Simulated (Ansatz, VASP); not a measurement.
**One calculation of BaTe, two programs**

```
Ba Te
1.0
    -3.53256    0.00000   -3.53256
    -3.53256   -7.06512    3.53256
    -3.53256    7.06512    3.53256
Ba Te
4 4
Cartesian
  -7.0651 3.5326 3.5326
  -7.0651 -7.0651 0.0000
  -3.5326 0.0000 3.5326
  -7.0651 -3.5326 3.5326
  -3.5326 -3.5326 3.5326
  -3.5326 0.0000 0.0000
  -7.0651 0.0000 3.5326
  -3.5326 3.5326 3.5326
```

Alike in both runs: task single point; functional PBE; k mesh 4 × 2 × 2; occupations gaussian, width 0.1 eV; no spin polarisation.

|  | VASP | Ansatz |
| --- | --- | --- |
| version | VASP 6.6.1 | Ansatz 0.2.0 |
| potentials or method | VASP PAW PBE potentials, release 64 (Ba_sv, Te), cutoff 520 eV | scalar-relativistic, plane waves, PAW |
| valence electrons in the cell | 64 | 104 |

```tsv
	VASP	Ansatz	Ansatz less VASP
gap on the k mesh at the Fermi level (eV)	1.58	1.65	+0.078
least direct gap on the mesh (eV)	1.58	1.65	+0.078
pressure (GPa)	0.3	0.0	-0.30
```

VASP's potentials hold 64 valence electrons a cell and Ansatz's 104, so a difference there can come from the potentials and not from the codes.

Spin-orbit coupling is off throughout.
